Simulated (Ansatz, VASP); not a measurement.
**Two plane-wave programs on BAs**

File INCAR:

```
SYSTEM = BAs
ALGO = Normal ; EDIFF = 1E-7
ENCUT = 520 ; GGA = PE
ISIF = 2 ; ISMEAR = 0
LASPH = .TRUE. ; LCHARG = .FALSE.
LREAL = .FALSE. ; LWAVE = .FALSE.
NBANDS = 11 ; NELM = 80
PREC = Accurate ; SIGMA = 0.05
```

Contents of KPOINTS:

```
k-points
0
G
  10 10 10
  0 0 0
```

The input POSCAR:

```
BAs
1.0
    0.0000000000      2.3803670495      2.4044111611
    2.4044111611      0.0000000000      2.4044111611
    2.4044111611      2.3803670495      0.0000000000
B As
1 1
Direct
    0.0000000000      0.0000000000      0.0000000000
    0.7500000000      0.7500000000      0.7500000000
```

Input for Ansatz:

```yaml
crystal:
  lattice:
    - [0.0, 2.3803670495, 2.4044111611]
    - [2.4044111611, 0.0, 2.4044111611]
    - [2.4044111611, 2.3803670495, 0.0]
  atoms:
    - { symbol: B, position: [0.0, 0.0, 0.0] }
    - { symbol: As, position: [0.75, 0.75, 0.75] }
basis:
  ecutwfc: 420
kpoints:
  mp_grid: { grid: [10, 10, 10] }
hamiltonian:
  xc: pbe
scf:
  occupations: { method: gaussian, width: 0.05 }
output:
  forces: true
  stress: true
  eigenvalues: true
```

Change from the starting cell: strain -0.0100 x Voigt [0, 1, 0, 0, 0, 0], atoms carried along.

Alike in both runs: task single point; functional PBE; k mesh 10 × 10 × 10; occupations gaussian, width 0.05 eV; no spin polarisation.

|  | VASP | Ansatz |
| --- | --- | --- |
| version | VASP 6.6.1 | Ansatz 0.2.0 |
| potentials or method | VASP PAW PBE potentials, release 64 (B, As), cutoff 520 eV | scalar-relativistic, plane waves, PAW |
| valence electrons in the cell | 8 | 18 |

VASP gave:

```
gap on the k mesh at the Fermi level (eV)                     : 1.04
least direct gap on the mesh (eV)                             : 3.16
pressure (GPa)                                                : 2.0
traceless stress, the component that is largest in VASP (GPa) : 1.35
```

Problem. What did Ansatz give for the same quantities?

Solution. gap on the k mesh at the Fermi level (eV): 1.04; least direct gap on the mesh (eV): 3.16; pressure (GPa): 1.4; traceless stress, the component that is largest in VASP (GPa): 1.35.

The functional is the same, so the differences come from potentials, cutoffs and numerics. VASP's potentials hold 8 valence electrons a cell and Ansatz's 18, so a difference there can come from the potentials and not from the codes.
